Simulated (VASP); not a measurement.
## LaTiH3: single point with PBE

LaTiH3:

```
CELL_PARAMETERS angstrom
4.29469 0.00000 0.00000
0.00000 4.29469 0.00000
0.00000 0.00000 3.84854
ATOMIC_POSITIONS crystal
La 0.00000 0.00000 0.00000
Ti 0.50000 0.50000 0.00000
H 0.00000 0.50000 0.50000
H 0.50000 0.00000 0.50000
H 0.00000 0.00000 0.50000
```

The cell was built from a structure type or drawn by symmetry, and may not be a known phase.

```yaml
Program: VASP 6.6.1
Task: single point
Functional: PBE
Potentials_or_basis: VASP PAW PBE potentials, release 64 (La, Ti_sv, H)
Cutoff: 520 eV
k_mesh: 4 × 4 × 4
Occupations: gaussian, width 0.1 eV
Spin: no spin polarisation
```

```yaml
Pressure: 0.1 GPa
Band_gap_on_the_k_mesh: zero (bands 13 and 14 overlap by 1.01 eV)
```

Stress tensor (GPa, compression positive):
```
 0.20  0.00  0.00
 0.00  0.20  0.00
 0.00  0.00 -0.11
```

Levels at points of the mesh, in eV from the Fermi level:
```tsv
k point	band 11	band 12	band 13	band 14	band 15	band 16
(0.00, 0.00, 0.00)	-3.69	-0.88	-0.18	0.68	0.68	1.41
(0.50, 0.00, 0.00)	-2.93	-0.12	0.58	0.66	0.70	0.79
(0.50, 0.50, 0.00)	-2.96	-2.14	-0.23	-0.20	0.12	0.12
(0.00, 0.00, 0.50)	-1.72	-1.70	-0.75	-0.42	-0.42	0.26
(0.50, 0.00, 0.50)	-0.17	-0.03	0.04	0.15	0.70	0.79
(0.50, 0.50, 0.50)	-1.02	-0.23	-0.07	1.01	1.10	1.71
```

It took 71 s on 1 thread of Intel Xeon 8259CL, with other jobs on the host, peak memory 0.2 GiB.

Caveat: the k points lie up to 0.41 Å⁻¹ apart, too coarse for converged energies and pressures of a metal; spin-orbit coupling is left out, which moves the levels of the heavy elements.
